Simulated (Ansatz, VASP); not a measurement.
# Cu in VASP and in Ansatz

The input INCAR:

```
ALGO = Normal
EDIFF = 1E-7
ENCUT = 520
GGA = PS
ISIF = 2
ISMEAR = 0
LASPH = True
LCHARG = False
LREAL = False
LWAVE = False
NBANDS = 12
NELM = 80
PREC = Accurate
SIGMA = 0.15
```

Contents of KPOINTS:

```
k-points
0
Gamma
  22 22 22
```

The input POSCAR:

```
Cu
1.0
    0.0000000000      1.8075000000      1.8978750000
    1.8075000000      0.0000000000      1.8978750000
    1.8075000000      1.8075000000      0.0000000000
Cu
1
Direct
    0.0000000000      0.0000000000      0.0000000000
```

Input for Ansatz:

```yaml
crystal:
  lattice:
    - [0.0, 1.8075, 1.897875]
    - [1.8075, 0.0, 1.897875]
    - [1.8075, 1.8075, 0.0]
  atoms:
    - { symbol: Cu, position: [0.0, 0.0, 0.0] }
basis:
  ecutwfc: 420
kpoints:
  mp_grid: { grid: [22, 22, 22] }
hamiltonian:
  xc: pbesol
scf:
  occupations: { method: gaussian, width: 0.15 }
output:
  forces: true
  stress: true
  eigenvalues: true
```

Change from the starting cell: strain +0.000 along x and y, +0.050 along z, atoms carried along.

Alike in both runs: task single point; functional PBEsol; k mesh 22 × 22 × 22; occupations gaussian, width 0.15 eV; no spin polarisation.

|  | VASP | Ansatz |
| --- | --- | --- |
| version | VASP 6.6.1 | Ansatz 0.2.0 |
| potentials or method | VASP PAW PBE potentials, release 64 (Cu), cutoff 520 eV | scalar-relativistic, plane waves, PAW |
| valence electrons in the cell | 11 | 19 |

Ansatz gave:

```
gap on the k mesh at the Fermi level (eV)                     : none
pressure (GPa)                                                : -12.2
traceless stress, the component that is largest in VASP (GPa) : -1.92
```

Problem. What did VASP give for the same quantities?

Solution. gap on the k mesh at the Fermi level (eV): none; pressure (GPa): -11.5; traceless stress, the component that is largest in VASP (GPa): -1.92.

VASP's potentials were made for PBE, not for PBEsol. A gap of «none» marks a metal or a gap that the smearing closes. VASP's potentials hold 11 valence electrons a cell and Ansatz's 19, so a difference there can come from the potentials and not from the codes.
